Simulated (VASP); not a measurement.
# SiGe (P6_3mc) in VASP: notebook

Runs on SiGe. Level: PBEsol. Tasks: single point.

All numbers are computed with VASP 6.6.1; they aren't measurements. Logs are shortened: lines on timing, memory, paths and dates and some standing lists are left out, and cuts for length are marked.

## (1) The cell of the first run

Symmetry: P6_3mc, No. 186, hexagonal system. The conventional cell has a = 3.733 Å, b = 3.733 Å, c = 6.754 Å, α = 90.00°, β = 90.00°, γ = 120.00°. Within 3.1 Å of Si (site symmetry 3m) lie 4 Ge at 2.32 to 2.53 Å. Within 3.1 Å of Ge (site symmetry 3m) lie 4 Si at 2.32 to 2.53 Å.

## (2) Single point, PBEsol (20.37 Å³/atom)

Contents of INCAR:

```
PREC     = Accurate       # precision mode
ENCUT    = 520            # plane-wave cutoff, eV
EDIFF    = 1E-6           # SCF threshold, eV
ISMEAR   = 0              # smearing method
SIGMA    = 0.03           # smearing width, eV
LREAL    = F              # projectors in reciprocal space
LASPH    = T              # aspherical terms in the spheres
NELM     = 80             # most SCF steps
ALGO     = Normal         # electronic algorithm
ISIF     = 2              # what is computed and relaxed
LWAVE    = F              # write WAVECAR
LCHARG   = T              # write CHGCAR
GGA      = PS             # functional
LELF     = T              # ELF
LVHAR    = T            
NBANDS   = 26             # bands
```

Contents of KPOINTS:

```
regular mesh
0
Gamma
  12 12 6
```

Contents of POSCAR:

```
SiGe
1.0
    3.7327739682      0.0000000000      0.0000000000
   -1.8663869841      3.2326770830      0.0000000000
    0.0000000000      0.0000000000      6.7537079406
Si Ge
2 2
Direct
    0.6666666667      0.3333333333      0.8745463082
    0.3333333333      0.6666666667      0.3745463082
    0.6666666667      0.3333333333      0.5004526918
    0.3333333333      0.6666666667      0.0004526918
```

Potentials or basis: VASP PAW PBE potentials, release 64 (Si, Ge_d).

Command:

```sh
$ cat potpaw_PBE.64/Si/POTCAR potpaw_PBE.64/Ge_d/POTCAR > POTCAR
$ mpirun -np 1 vasp_std > vasp.out
```

OUTCAR:

```text
PREC = Accurate
   ENCUT = 520
   EDIFF = 1E-6
   ISMEAR = 0
   LREAL = F
   LASPH = T
   NELM = 80
   ISIF = 2
   GGA = PS

 ion  position               nearest neighbor table
   1  0.667  0.333  0.875-   4 2.32   4 2.32   4 2.32   3 2.53
   2  0.333  0.667  0.375-   3 2.32   3 2.32   3 2.32   4 2.53
   3  0.667  0.333  0.500-   2 2.32   2 2.32   2 2.32   1 2.53
   4  0.333  0.667  0.000-   1 2.32   1 2.32   1 2.32   2 2.53

  LATTYP: Found a hexagonal cell.
 ALAT       =     3.7327739682
 C/A-ratio  =     1.8093000000

  Lattice vectors:

 A1 = (   3.7327739682,   0.0000000000,   0.0000000000)
 A2 = (  -1.8663869841,   3.2326770830,   0.0000000000)
 A3 = (   0.0000000000,   0.0000000000,   6.7537079406)

Analysis of symmetry for initial positions (statically):
=====================================================================
 Subroutine PRICEL returns:
 Original cell was already a primitive cell.

 Routine SETGRP: Setting up the symmetry group for a
 hexagonal supercell.

 Subroutine GETGRP returns: Found 12 space group operations
 (whereof  6 operations were pure point group operations)
 out of a pool of 24 trial point group operations.

The static configuration has the point symmetry C_3v.
 The point group associated with its full space group is C_6v.

Analysis of symmetry for dynamics (positions and initial velocities):
=====================================================================
 Subroutine PRICEL returns:
 Original cell was already a primitive cell.

 Routine SETGRP: Setting up the symmetry group for a
 hexagonal supercell.

 Subroutine GETGRP returns: Found 12 space group operations
 (whereof  6 operations were pure point group operations)
 out of a pool of 24 trial point group operations.

The dynamic configuration has the point symmetry C_3v.
 The point group associated with its full space group is C_6v.

 Subroutine INISYM returns: Found 12 space group operations
 (whereof  6 operations are pure point group operations),
 and found     1 'primitive' translations

----------------------------------------------------------------------------------------

                                     Primitive cell

  volume of cell :      81.4960

  direct lattice vectors                    reciprocal lattice vectors
     3.732773968  0.000000000  0.000000000     0.267897282  0.154670568  0.000000000
    -1.866386984  3.232677083  0.000000000     0.000000000  0.309341136  0.000000000
[... 83 lines left out ...]
   ISPIN  =      1    spin polarized calculation?
   LNONCOLLINEAR =      F non collinear calculations
   LSORBIT =      F    spin-orbit coupling
   LASPH  =      T    aspherical Exc in radial PAW
   ENCUT  =  520.0 eV  38.22 Ry    6.18 a.u.   6.94  6.94 12.56*2*pi/ulx,y,z
   NELM   =     80;   NELMIN=  2; NELMDL= -5     # of ELM steps
   EDIFF  = 0.1E-05   stopping-criterion for ELM
   LREAL  =      F    real-space projection
   EDIFFG = 0.1E-04   stopping-criterion for IOM
   NSW    =      0    number of steps for IOM
   IBRION =     -1    ionic relax: 0-MD 1-quasi-New 2-CG
   NFREE  =      0    steps in history (QN), initial steepest desc. (CG)
   ISIF   =      2    stress and relaxation
   ISYM   =      2    0-nonsym 1-usesym 2-fastsym
   POTIM  = 0.5000    time-step for ionic-motion
   TEBEG  =    0.0;   TEEND  =   0.0 temperature during run
   PSTRESS=    0.0 pullay stress
   NELECT =      36.0000    total number of electrons
   NUPDOWN=      -1.0000    fix difference up-down
   EMIN   =  10.00;   EMAX   =-10.00  energy-range for DOS
   EFERMI =   0.00;   METHOD = LEGACY
   ISMEAR =     0;   SIGMA  =   0.03  broadening in eV -4-tet -1-fermi 0-gaus
   EFERMI_NEDOS =   21; number of points for ismear=-14 and -15
   IALGO  =     38    algorithm
   IMIX   =      4    mixing-type and parameters
     AMIX     =   0.40;   BMIX     =  1.00
     AMIX_MAG =   1.60;   BMIX_MAG =  1.00
  volume/ion in A,a.u.               =      20.37       137.49
  Fermi-wavevector in a.u.,A,eV,Ry     =   1.246800  2.356111 21.150406  1.554511
  Thomas-Fermi vector in A             =   2.380961
   LORBIT       =      0    0 simple, 1 ext, 2 COOP (PROOUT), +10 PAW based schemes
   GGA     = PS    functional components
   LHFCALC =     F    Hartree Fock is set to
   AEXX    =    0.0000 exact exchange contribution
   IVDW    =     0    specifies the selected vdW correction
   LEPSILON=     F    determine dielectric tensor
   LRPA    =     F    only Hartree local field effects (RPA)
 non-spin polarized calculation
 Gauss-broadening in eV      SIGMA  =   0.03
  energy-cutoff  :      520.00
  volume of cell :       81.50
 maximum number of plane-waves:      2217
 NGX is ok and might be reduce to    28
   NGX = 13   NGY = 13   NGZ = 25

 number of electron      35.9999975 magnetization

 Free energy of the ion-electron system (eV)
  ---------------------------------------------------
  ext. energy  EPLUGINS =         0.00000000
  ---------------------------------------------------
  free energy    TOTEN  =       -20.92557091 eV

  energy without entropy =      -20.92556938  energy(sigma->0) =      -20.92557015

 E-fermi :   6.1036     XC(G=0): -10.0636

 val. band max:        6.0433663358   @ k =   0.0000   0.0000   0.0000
 cond. band min:       6.1745141035   @ k =   0.5000  -0.0000   0.3333
 fundamental gap:      0.1311477677
 Fermi energy:         6.1035512929

 k-point     1 :       0.0000    0.0000    0.0000
  band No.  band energies     occupation
      1     -18.5940      2.00000
      2     -18.5927      2.00000
      3     -18.5927      2.00000
      4     -18.5925      2.00000
      5     -18.5899      2.00000
      6     -18.5899      2.00000
[... 685 lines left out ...]
     25      13.2301      0.00000
     26      13.7141      0.00000

 [... further k-points ...]
[... 5 lines left out ...]
  --------------------------------------------------------------------------------------
  -------------------------------------------------------------------------------------
  Total        5.4994622      5.4994622     -3.9497841      0.0000000     -0.0000000      0.0000000
  in kB      108.1171303    108.1171303    -77.6511067      0.0000000     -0.0000000      0.0000000
  external PRESSURE =      46.1943847 kB  Pullay stress =       0.0000000 kB

 VOLUME and BASIS-vectors are now :
 -----------------------------------------------------------------------------
  energy-cutoff  :      520.00
  volume of cell :       81.50
      direct lattice vectors                 reciprocal lattice vectors
     3.732773968  0.000000000  0.000000000     0.267897282  0.154670568  0.000000000
    -1.866386984  3.232677083  0.000000000     0.000000000  0.309341136  0.000000000
     0.000000000  0.000000000  6.753707941     0.000000000  0.000000000  0.148066811

 POSITION                                       TOTAL-FORCE (eV/Angst)
 -----------------------------------------------------------------------------------
      1.86639      1.07756      5.90643         0.000000      0.000000     -0.832771
     -0.00000      2.15512      2.52958         0.000000      0.000000     -0.832771
      1.86639      1.07756      3.37991         0.000000      0.000000      0.832771
     -0.00000      2.15512      0.00306        -0.000000      0.000000      0.832771
 -----------------------------------------------------------------------------------
    total drift:                               -0.000000     -0.000000     -0.001394

  FREE ENERGIE OF THE ION-ELECTRON SYSTEM (eV)
  ---------------------------------------------------
  free  energy   TOTEN  =       -20.9255709104 eV

  energy  without entropy=      -20.9255693822  energy(sigma->0) =      -20.92557015
```

Run time: 64 s. Hardware: 1 thread of Intel Xeon Platinum 8488C (Sapphire Rapids), shared host; peak memory 0.27 GiB.

What came out:

```
Free energy            : -20.9256 eV
Pressure               : 4.6 GPa
Largest force          : 0.833 eV/Å
Band gap on the k mesh : 0.13 eV (least direct gap 0.34 eV)
```

Forces in eV/Å, atoms in the order of the input:
```
Si   0.000  0.000 -0.833
Si   0.000  0.000 -0.833
Ge   0.000  0.000  0.833
Ge   0.000  0.000  0.833
```

Levels at points of the mesh, in eV from the valence-band top:
```tsv
k point	band 15	band 16	band 17	band 18	band 19	band 20	band 21	band 22
(0.00, 0.00, 0.00)	-1.20	-0.65	0.00	0.00	0.34	1.47	2.50	2.50
(0.50, 0.00, 0.00)	-4.88	-3.11	-3.05	-1.78	0.63	1.78	2.87	3.08
(0.00, 0.00, 0.50)	-0.71	-0.71	-0.71	-0.71	2.07	2.07	3.34	3.34
(0.50, 0.00, 0.50)	-3.00	-3.00	-2.52	-2.52	0.37	0.37	1.56	1.56
```

Caveat: the cell stands under pressure; the PAW data sets were made with another functional, which shifts forces and pressure a little. A k mesh can miss the band edges.

## (3) Single point, PBEsol (21.22 Å³/atom)

This run uses another cell than the first one, of 21.22 Å³/atom.

Contents of INCAR:

```
SYSTEM = SiGe
  PREC = Accurate
  ENCUT = 520
  EDIFF = 1E-6
  ISMEAR = 0
  SIGMA = 0.03
  LREAL = .False.
  LASPH = .True.
  NELM = 80
  ALGO = Normal
  ISIF = 2
  LWAVE = .False.
  LCHARG = .False.
  GGA = PS
  NBANDS = 26
```

Contents of KPOINTS:

```
regular mesh
0
Gamma
  12 12 6
  0 0 0
```

Contents of POSCAR:

```
SiGe
1.0
    3.7839058295      0.0000000000      0.0000000000
   -1.8919529148      3.2769585739      0.0000000000
    0.0000000000      0.0000000000      6.8462208174
Si Ge
2 2
Direct
    0.6666666667      0.3333333333      0.8745463082
    0.3333333333      0.6666666667      0.3745463082
    0.6666666667      0.3333333333      0.5004526918
    0.3333333333      0.6666666667      0.0004526918
```

Potentials or basis: VASP PAW PBE potentials, release 64 (Si, Ge_d).

Command:

```sh
$ cat potpaw_PBE.64/Si/POTCAR potpaw_PBE.64/Ge_d/POTCAR > POTCAR
$ mpirun -np 1 vasp_std > vasp.out
```

It took 80 s on 1 thread of Intel Xeon Platinum 8488C (Sapphire Rapids), shared host; peak memory 0.28 GiB.

It converged, with:

| Property | Result |
| --- | --- |
| Free energy | -20.9850 eV |
| Pressure | 1.0 GPa |
| Largest force | 0.659 eV/Å |
| Band gap on the k mesh | 0.13 eV (least direct gap 0.22 eV) |

Forces in eV/Å, atoms in the order of the input:
```
Si   0.000  0.000 -0.659
Si   0.000  0.000 -0.659
Ge   0.000  0.000  0.659
Ge   0.000  0.000  0.659
```

Stress tensor (GPa, compression positive):
```
 6.50  0.00  0.00
 0.00  6.50  0.00
 0.00  0.00 -9.98
```

Levels at points of the mesh, in eV from the valence-band top:
| k point | band 16 | band 17 | band 18 | band 19 | band 20 | band 21 |
| --- | --- | --- | --- | --- | --- | --- |
| (0.00, 0.00, 0.00) | -0.59 | 0.00 | 0.00 | 0.22 | 1.33 | 2.51 |
| (0.50, 0.00, 0.00) | -2.94 | -2.91 | -1.70 | 0.69 | 1.67 | 2.90 |
| (0.00, 0.00, 0.50) | -0.67 | -0.67 | -0.67 | 1.92 | 1.92 | 3.32 |
| (0.50, 0.00, 0.50) | -2.87 | -2.40 | -2.40 | 0.38 | 0.38 | 1.63 |

Caveat: the PAW data sets were made with another functional, which shifts forces and pressure a little.
